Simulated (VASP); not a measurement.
Write the native input for VASP 6.6.1 that does the following.

| Quantity | Value |
| --- | --- |
| Task | single point |
| Functional | PBE |
| Dispersion | D3(BJ) |
| Potentials or basis | VASP PAW PBE potentials, release 64 (Ga_d, Sb) |
| Cutoff | 500 eV |
| k mesh | 6 × 6 × 6 |
| Occupations | gaussian, width 0.05 eV |
| Spin | no spin polarisation |
| Dipole correction | no |
| Further INCAR settings | ALGO = Normal; EDIFF = 1e-06; NBANDS = 16 |

The structure of GaSb lies in POSCAR:

```
GaSb
1.0
    0.0000000000      3.1069891721      3.1069891721
    3.1069891721      0.0000000000      3.1069891721
    3.1069891721      3.1069891721      0.0000000000
Ga Sb
1 1
Direct
    0.0000000000      0.0000000000      0.0000000000
    0.7500000000      0.7500000000      0.7500000000
```

This cell differs from its parent crystal: volume scaled by 1.04.

The input as run:

INCAR

```
SYSTEM = GaSb
PREC = Accurate ; ENCUT = 500
EDIFF = 1E-6 ; ISMEAR = 0
SIGMA = 0.05 ; LREAL = .False.
LASPH = .True. ; NELM = 120
ALGO = Normal ; ISIF = 2
LWAVE = .False. ; LCHARG = .False.
GGA = PE ; IVDW = 12
NBANDS = 16 ; GGA_COMPAT = .False.
```

KPOINTS

```
Automatic mesh
0
Gamma
  6 6 6
  0 0 0
```

Potentials or basis: VASP PAW PBE potentials, release 64 (Ga_d, Sb).

Run with:

```bash
$ cat potpaw_PBE.64/Ga_d/POTCAR potpaw_PBE.64/Sb/POTCAR > POTCAR
$ mpirun -np 1 vasp_std > vasp.out
```

Results of the run:

```yaml
Pressure: -1.7 GPa
Band_gap_on_the_k_mesh: zero (filled and empty bands touch)
Dispersion_energy_per_atom: -0.316 eV
```

Caveat: spin-orbit coupling is left out, which moves the levels of the heavy elements; pairwise dispersion overbinds metals, which lowers pressure and volume.

Wall time 26 s on 1 thread of Intel Xeon 8259CL (shared host), peak memory 0.19 GiB.
